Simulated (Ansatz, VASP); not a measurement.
## CsI: VASP beside Ansatz

```
Cs I
1.0
     4.56670    0.00000    0.00000
     0.00000    4.56670    0.00000
     0.00000    0.00000    4.52103
Cs I
1 1
Direct
  0.00000 0.00000 0.00000
  0.50000 0.50000 0.50000
```

Change from the starting cell: strain -0.0100 x Voigt [0, 0, 1, 0, 0, 0], atoms carried along.

Alike in both runs: task single point; functional r2SCAN; k mesh 6 × 6 × 6; occupations gaussian, width 0.05 eV; no spin polarisation.

|  | VASP | Ansatz |
| --- | --- | --- |
| version | VASP 6.6.1 | Ansatz 0.2.0 |
| potentials or method | VASP PAW PBE potentials, release 64 (Cs_sv, I), cutoff 550 eV | scalar-relativistic, plane waves, PAW |
| valence electrons in the cell | 16 | 26 |

```csv
,VASP,Ansatz,Ansatz less VASP
gap on the k mesh at the Fermi level (eV),4.55,4.57,+0.015
least direct gap on the mesh (eV),4.64,4.65,+0.012
pressure (GPa),0.6,0.5,-0.04
"traceless stress, the component that is largest in VASP (GPa)",0.13,0.13,0.000
```

VASP's potentials were made for PBE, not for r2SCAN. VASP's potentials hold 16 valence electrons a cell and Ansatz's 26, so a difference there can come from the potentials and not from the codes.

Neither program's run includes spin-orbit coupling.
